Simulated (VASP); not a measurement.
# SiC3 (P4/mmm) in VASP: a series of runs

Runs on SiC3. Level: PBE. Tasks: single point, relaxation of cell and atoms.

Program: VASP 6.6.1. These are calculated values, not measurements. Logs are shortened: lines on timing, memory, paths and dates and some standing lists are left out, and cuts for length are marked.

### 1 The cell of the first run

The structure is tetragonal, space group P4/mmm (No. 123). Conventional cell: a = 2.667 Å, b = 2.667 Å, c = 7.543 Å, α = 90.00°, β = 90.00°, γ = 90.00°. Within 3.5 Å of Si (site symmetry 4/mmm) lie 8 C at 2.67 Å and 4 Si at 2.67 Å. Within 3.5 Å of C (site symmetry 4mm) lie 4 Si at 2.67 Å and 8 C at 2.67 Å. Within 3.5 Å of C (site symmetry 4/mmm) lie 12 C at 2.67 Å.

### 2 Single point, PBE, collinear spin

INCAR reads:

```
SYSTEM = SiC3
ALGO = Normal
EDIFF = 1E-6
ENCUT = 520
GGA = PE
ISIF = 2
ISMEAR = 0
ISPIN = 2
LASPH = .True.
LCHARG = .False.
LORBIT = 11
LREAL = .False.
LWAVE = .False.
MAGMOM = 0 1 1 1
NBANDS = 20
NELM = 150
PREC = Accurate
SIGMA = 0.1
```

KPOINTS reads:

```
k-points
0
Gamma
  6 6 2
  0 0 0
```

POSCAR reads:

```
SiC3
1.0
    2.6667169800      0.0000000000      0.0000000000
    0.0000000000      2.6667169800      0.0000000000
    0.0000000000      0.0000000000      7.5426146400
Si C
1 3
Direct
    0.0000000000      0.0000000000      0.0000000000
    0.5000000000      0.5000000000      0.2500000000
    0.0000000000      0.0000000000      0.5000000000
    0.5000000000      0.5000000000      0.7500000000
```

Potentials or basis: VASP PAW PBE potentials, release 64 (Si, C).

Command:

```console
$ cat potpaw_PBE.64/Si/POTCAR potpaw_PBE.64/C/POTCAR > POTCAR
$ mpirun -np 1 vasp_std > vasp.out
```

OUTCAR:

```text
SYSTEM = SiC3
   EDIFF = 1E-6
   ENCUT = 520
   GGA = PE
   ISIF = 2
   ISMEAR = 0
   ISPIN = 2
   LASPH = .True.
   LORBIT = 11
   LREAL = .False.
   NELM = 150
   PREC = Accurate

 ion  position               nearest neighbor table
   1  0.000  0.000  0.000-
   2  0.500  0.500  0.250-
   3  0.000  0.000  0.500-
   4  0.500  0.500  0.750-

  LATTYP: Found a simple tetragonal cell.
 ALAT       =     2.6667169800
 C/A-ratio  =     2.8284271247

  Lattice vectors:

 A1 = (   2.6667169800,   0.0000000000,   0.0000000000)
 A2 = (   0.0000000000,   2.6667169800,   0.0000000000)
 A3 = (   0.0000000000,   0.0000000000,   7.5426146400)

Analysis of symmetry for initial positions (statically):
=====================================================================
 Subroutine PRICEL returns:
 Original cell was already a primitive cell.

 Routine SETGRP: Setting up the symmetry group for a
 simple tetragonal supercell.

 Subroutine GETGRP returns: Found 16 space group operations
 (whereof 16 operations were pure point group operations)
 out of a pool of 16 trial point group operations.

The static configuration has the point symmetry D_4h.

Analysis of symmetry for dynamics (positions and initial velocities):
=====================================================================
 Subroutine PRICEL returns:
 Original cell was already a primitive cell.

 Routine SETGRP: Setting up the symmetry group for a
 simple tetragonal supercell.

 Subroutine GETGRP returns: Found 16 space group operations
 (whereof 16 operations were pure point group operations)
 out of a pool of 16 trial point group operations.

The dynamic configuration has the point symmetry D_4h.

Analysis of structural, dynamic, and magnetic symmetry:
=====================================================================
 Subroutine PRICEL returns:
 Original cell was already a primitive cell.

 Routine SETGRP: Setting up the symmetry group for a
 simple tetragonal supercell.

 Subroutine GETGRP returns: Found 16 space group operations
 (whereof 16 operations were pure point group operations)
 out of a pool of 16 trial point group operations.

The overall configuration has the point symmetry D_4h.

 Subroutine INISYM returns: Found 16 space group operations
 (whereof 16 operations are pure point group operations),
 and found     1 'primitive' translations

----------------------------------------------------------------------------------------

                                     Primitive cell

  volume of cell :      53.6384

  direct lattice vectors                    reciprocal lattice vectors
     2.666716980  0.000000000  0.000000000     0.374992925  0.000000000  0.000000000
     0.000000000  2.666716980  0.000000000     0.000000000  0.374992925  0.000000000
     0.000000000  0.000000000  7.542614640     0.000000000  0.000000000  0.132580020

  length of vectors
     2.666716980  2.666716980  7.542614640     0.374992925  0.374992925  0.132580020

  position of ions in fractional coordinates (direct lattice)
     0.000000000  0.000000000  0.000000000
     0.500000000  0.500000000  0.250000000
     0.000000000  0.000000000  0.500000000
     0.500000000  0.500000000  0.750000000

  ion indices of the primitive-cell ions
   primitive index   ion index
                 1           1
                 2           2
                 3           3
                 4           4

----------------------------------------------------------------------------------------

 KPOINTS: k-points

Automatic generation of k-mesh.
 Grid dimensions read from file:
 generate k-points for:    6    6    2

 Generating k-lattice:

  Cartesian coordinates                     Fractional coordinates (reciprocal lattice)
     0.062498821  0.000000000  0.000000000     0.166666667  0.000000000  0.000000000
     0.000000000  0.062498821  0.000000000     0.000000000  0.166666667  0.000000000
     0.000000000  0.000000000  0.066290010     0.000000000  0.000000000  0.500000000

  Length of vectors
     0.062498821  0.062498821  0.066290010

  Shift w.r.t. Gamma in fractional coordinates (k-lattice)
     0.000000000  0.000000000  0.000000000

 Subroutine IBZKPT returns following result:
 ===========================================

 Found     20 irreducible k-points:

 Following reciprocal coordinates:
            Coordinates               Weight
  0.000000  0.000000  0.000000      1.000000
  0.166667  0.000000  0.000000      4.000000
  0.333333  0.000000  0.000000      4.000000
  0.500000  0.000000  0.000000      2.000000
  0.166667  0.166667  0.000000      4.000000
  0.333333  0.166667  0.000000      8.000000
[... 12 lines left out ...]
  0.500000  0.333333  0.500000      4.000000
  0.500000  0.500000  0.500000      1.000000
   k-points           NKPTS =     20   k-points in BZ     NKDIM =     20   number of bands    NBANDS=     20
   number of dos      NEDOS =    301   number of ions     NIONS =      4
   total plane-waves  NPLWV =  22400
   dimension x,y,z NGX =    20 NGY =   20 NGZ =   56
   dimension x,y,z NGXF=    40 NGYF=   40 NGZF=  112
   ions per type =               1   3
   NGX,Y,Z   is equivalent  to a cutoff of  12.47, 12.47, 12.34 a.u.
   NGXF,Y,Z  is equivalent  to a cutoff of  24.94, 24.94, 24.69 a.u.
 SYSTEM =  SiC3
   PREC   = accura    normal or accurate (medium, high low for compatibility)
   ISTART =      0    job   : 0-new  1-cont  2-samecut
   ICHARG =      2    charge: 1-file 2-atom 10-const
   ISPIN  =      2    spin polarized calculation?
   LNONCOLLINEAR =      F non collinear calculations
   LSORBIT =      F    spin-orbit coupling
   LASPH  =      T    aspherical Exc in radial PAW
   ENCUT  =  520.0 eV  38.22 Ry    6.18 a.u.   4.96  4.96 14.02*2*pi/ulx,y,z
   NELM   =    150;   NELMIN=  2; NELMDL= -5     # of ELM steps
   EDIFF  = 0.1E-05   stopping-criterion for ELM
   LREAL  =      F    real-space projection
   EDIFFG = 0.1E-04   stopping-criterion for IOM
   NSW    =      0    number of steps for IOM
   IBRION =     -1    ionic relax: 0-MD 1-quasi-New 2-CG
   NFREE  =      0    steps in history (QN), initial steepest desc. (CG)
   ISIF   =      2    stress and relaxation
   ISYM   =      2    0-nonsym 1-usesym 2-fastsym
   POTIM  = 0.5000    time-step for ionic-motion
   TEBEG  =    0.0;   TEEND  =   0.0 temperature during run
   PSTRESS=    0.0 pullay stress
   NELECT =      16.0000    total number of electrons
   NUPDOWN=      -1.0000    fix difference up-down
   EMIN   =  10.00;   EMAX   =-10.00  energy-range for DOS
   EFERMI =   0.00;   METHOD = LEGACY
   ISMEAR =     0;   SIGMA  =   0.10  broadening in eV -4-tet -1-fermi 0-gaus
   EFERMI_NEDOS =   21; number of points for ismear=-14 and -15
   IALGO  =     38    algorithm
   IMIX   =      4    mixing-type and parameters
     AMIX     =   0.40;   BMIX     =  1.00
     AMIX_MAG =   1.60;   BMIX_MAG =  1.00
  volume/ion in A,a.u.               =      13.41        90.49
  Fermi-wavevector in a.u.,A,eV,Ry     =   1.093846  2.067069 16.279362  1.196499
  Thomas-Fermi vector in A             =   2.230139
   LORBIT       =     11    0 simple, 1 ext, 2 COOP (PROOUT), +10 PAW based schemes
   GGA     = PE    functional components
   LHFCALC =     F    Hartree Fock is set to
   AEXX    =    0.0000 exact exchange contribution
   IVDW    =     0    specifies the selected vdW correction
   LEPSILON=     F    determine dielectric tensor
   LRPA    =     F    only Hartree local field effects (RPA)
 spin polarized calculation
 Gauss-broadening in eV      SIGMA  =   0.10
  energy-cutoff  :      520.00
  volume of cell :       53.64
 maximum number of plane-waves:      1462
 NGX is ok and might be reduce to    20
   NGX =  9   NGY =  9   NGZ = 29

 number of electron      16.0000001 magnetization       0.0007921

 Free energy of the ion-electron system (eV)
  ---------------------------------------------------
  ext. energy  EPLUGINS =         0.00000000
  ---------------------------------------------------
  free energy    TOTEN  =       -17.13599138 eV

  energy without entropy =      -17.11765362  energy(sigma->0) =      -17.12682250

 E-fermi :   3.8923     XC(G=0): -10.3501

 val. band max:        3.8532367213   @ k =   0.3333   0.1667   0.5000
 cond. band min:       3.8950810034   @ k =   0.5000   0.5000   0.5000
 fundamental gap:      0.0418442821
 Fermi energy:         3.8923262974

 spin component 1

 k-point     1 :       0.0000    0.0000    0.0000
  band No.  band energies     occupation
      1      -9.4775      1.00000
      2      -7.4348      1.00000
      3      -6.9879      1.00000
      4      -2.1257      1.00000
      5       0.2434      1.00000
      6       5.4776      0.00000
[... 12 lines left out ...]
     19      18.3937      0.00000
     20      19.0167      0.00000

 k-point     2 :       0.1667    0.0000    0.0000
  band No.  band energies     occupation
      1      -8.9816      1.00000
      2      -7.0059      1.00000
      3      -6.5329      1.00000
      4      -1.9704      1.00000
      5       0.6990      1.00000
      6       3.5915      0.99999
[... 12 lines left out ...]
     19      18.3311      0.00000
     20      19.1435      0.00000
[... 372 lines left out ...]
      2      -3.7015      1.00000
      3      -3.5310      1.00000
      4      -1.5250      1.00000
      5       1.0775      1.00000
      6       1.2407      1.00000
[... 12 lines left out ...]
     19      14.9063      0.00000
     20      16.9680      0.00000

 k-point    20 :       0.5000    0.5000    0.5000
  band No.  band energies     occupation
      1      -3.0979      1.00000
      2      -2.8726      1.00000
      3      -2.7738      1.00000
      4       0.3656      1.00000
      5       0.3656      1.00000
      6       0.9528      1.00000
[... 12 lines left out ...]
     19      14.7425      0.00000
     20      16.4131      0.00000
 Fermi energy:         3.8923262974

 spin component 2

 k-point     1 :       0.0000    0.0000    0.0000
  band No.  band energies     occupation
      1      -9.4772      1.00000
      2      -7.4346      1.00000
      3      -6.9877      1.00000
      4      -2.1254      1.00000
      5       0.2437      1.00000
      6       5.4778      0.00000
[... 12 lines left out ...]
     19      18.3939      0.00000
     20      19.0988      0.00000

 k-point     2 :       0.1667    0.0000    0.0000
  band No.  band energies     occupation
      1      -8.9813      1.00000
      2      -7.0057      1.00000
      3      -6.5327      1.00000
      4      -1.9701      1.00000
      5       0.6993      1.00000
      6       3.5917      0.99999
[... 12 lines left out ...]
     19      18.3314      0.00000
     20      19.1436      0.00000
[... 373 lines left out ...]
      3      -3.5307      1.00000
      4      -1.5247      1.00000
      5       1.0779      1.00000
      6       1.2410      1.00000
[... 12 lines left out ...]
     19      14.9066      0.00000
     20      16.9683      0.00000

 k-point    20 :       0.5000    0.5000    0.5000
  band No.  band energies     occupation
      1      -3.0977      1.00000
      2      -2.8723      1.00000
      3      -2.7734      1.00000
      4       0.3659      1.00000
      5       0.3659      1.00000
      6       0.9529      1.00000
[... 12 lines left out ...]
     19      14.7428      0.00000
     20      16.4135      0.00000

------------------------ aborting loop because EDIFF is reached ----------------------------------------

  FORCE on cell =-STRESS in cart. coord.  units (eV):
  Direction    XX          YY          ZZ          XY          YZ          ZX
  --------------------------------------------------------------------------------------
  -------------------------------------------------------------------------------------
  Total       -7.7797184     -7.7797184     -8.7115422      0.0000000      0.0000000      0.0000000
  in kB     -232.3799666   -232.3799666   -260.2135192      0.0000000      0.0000000      0.0000000
  external PRESSURE =    -241.6578175 kB  Pullay stress =       0.0000000 kB

 VOLUME and BASIS-vectors are now :
 -----------------------------------------------------------------------------
  energy-cutoff  :      520.00
  volume of cell :       53.64
      direct lattice vectors                 reciprocal lattice vectors
     2.666716980  0.000000000  0.000000000     0.374992925  0.000000000  0.000000000
     0.000000000  2.666716980  0.000000000     0.000000000  0.374992925  0.000000000
     0.000000000  0.000000000  7.542614640     0.000000000  0.000000000  0.132580020

 POSITION                                       TOTAL-FORCE (eV/Angst)
 -----------------------------------------------------------------------------------
      0.00000      0.00000      0.00000         0.000000     -0.000000      0.000000
      1.33336      1.33336      1.88565        -0.000000     -0.000000     -0.037658
      0.00000      0.00000      3.77131         0.000000     -0.000000      0.000000
      1.33336      1.33336      5.65696         0.000000      0.000000      0.037658
 -----------------------------------------------------------------------------------
    total drift:                                0.000000      0.000000      0.000000

  FREE ENERGIE OF THE ION-ELECTRON SYSTEM (eV)
  ---------------------------------------------------
  free  energy   TOTEN  =       -17.1359913793 eV

  energy  without entropy=      -17.1176536186  energy(sigma->0) =      -17.12682250

 total charge

# of ion       s       p       d       tot
------------------------------------------
    1        0.850   0.592   0.000   1.441
    2        1.055   0.937   0.000   1.992
    3        1.089   0.835   0.000   1.924
    4        1.055   0.937   0.000   1.992
--------------------------------------------------
tot          4.049   3.301   0.000   7.350

 magnetization (x)

# of ion       s       p       d       tot
------------------------------------------
    1        0.000   0.000   0.000   0.000
    2        0.000   0.000   0.000   0.000
    3       -0.000   0.000   0.000   0.000
    4        0.000   0.000   0.000   0.000
--------------------------------------------------
tot          0.000   0.000   0.000   0.000
```

It took 56 s on 1 thread of Intel Xeon 8259CL, shared host; peak memory 0.18 GiB.

What came out:

| Item | Value |
| --- | --- |
| Free energy | -17.1360 eV |
| Pressure | -24.2 GPa |
| Largest force | 0.038 eV/Å |
| Band gap on the k mesh | zero (filled and empty bands overlap) |
| Net moment | 0.00 μB per cell |
| Valence electrons inside the program's atomic spheres | Si 1.44; C 1.99, 1.92 (each value once) |

Forces on the atoms (eV/Å):
```
Si   0.000  0.000  0.000
C    0.000  0.000 -0.038
C    0.000  0.000  0.000
C    0.000  0.000  0.038
```

Caveat: the k points lie up to 0.42 Å⁻¹ apart, too coarse for converged energies and pressures of a metal.

[end of part 1 of 2]
